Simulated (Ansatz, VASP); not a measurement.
**One calculation of CdTe, two programs**

File POSCAR:

```
CdTe
1.0
    3.7610753690      0.0000000000      0.0000000000
    0.0000000000      3.7610753690      0.0000000000
    0.0000000000      0.0000000000      3.7610753690
Cd Te
1 1
Direct
    0.0000000000      0.0000000000      0.0000000000
    0.5000000000      0.5000000000      0.5000000000
```

File INCAR.step1:

```
SYSTEM = CdTe
PREC = Accurate
ENCUT = 520
EDIFF = 1E-5
ISMEAR = -1
SIGMA = 0.02
LREAL = .False.
LASPH = .True.
NELM = 80
ALGO = Normal
ISIF = 2
LWAVE = .True.
LCHARG = .False.
GGA = PE
NBANDS = 16
```

File INCAR.step2:

```
SYSTEM = CdTe
PREC = Accurate
ENCUT = 520
EDIFF = 1E-6
ISMEAR = -1
SIGMA = 0.02
LREAL = .False.
LASPH = .True.
NELM = 80
ALGO = Normal
ISIF = 2
LWAVE = .False.
LCHARG = .False.
GGA = PE
LHFCALC = .True.
HFSCREEN = 0.2079
PRECFOCK = Normal
ISTART = 1
NBANDS = 16
```

File KPOINTS:

```
regular mesh
0
Gamma
  4 4 4
  0 0 0
```

Input for Ansatz:

```yaml
crystal:
  lattice:
    - [3.761075369, 0.0, 0.0]
    - [0.0, 3.761075369, 0.0]
    - [0.0, 0.0, 3.761075369]
  atoms:
    - { symbol: Cd, position: [0.0, 0.0, 0.0] }
    - { symbol: Te, position: [0.5, 0.5, 0.5] }
kpoints:
  mp_grid: { grid: [4, 4, 4] }
hamiltonian:
  xc: hse06
scf:
  occupations: { method: fermi_dirac, width: 0.02 }
  n_extra_bands: 4
output:
  forces: true
  stress: true
  eigenvalues: true
```

Alike in both runs: task single point; functional HSE06; k mesh 4 × 4 × 4; occupations fermi-dirac, width 0.02 eV; no spin polarisation.

|  | VASP | Ansatz |
| --- | --- | --- |
| version | VASP 6.6.1 | Ansatz 0.2.0 |
| potentials or method | VASP PAW PBE potentials, release 64 (Cd, Te) | plane waves, PAW |
| plane-wave cutoff (eV) | 520 | 420 |
| valence electrons in the cell | 18 | 36 |

```csv
,VASP,Ansatz,Ansatz less VASP
pressure (GPa),1.0,1.0,+0.07
```

VASP's potentials hold 18 valence electrons a cell and Ansatz's 36, so a difference there can come from the potentials and not from the codes. Ansatz's warnings: filled band counts differ across k points, stress exchange threshold loose, stress scf threshold loose.

The k mesh is coarse, so the values compare programs but aren't converged. Spin-orbit coupling is off throughout.
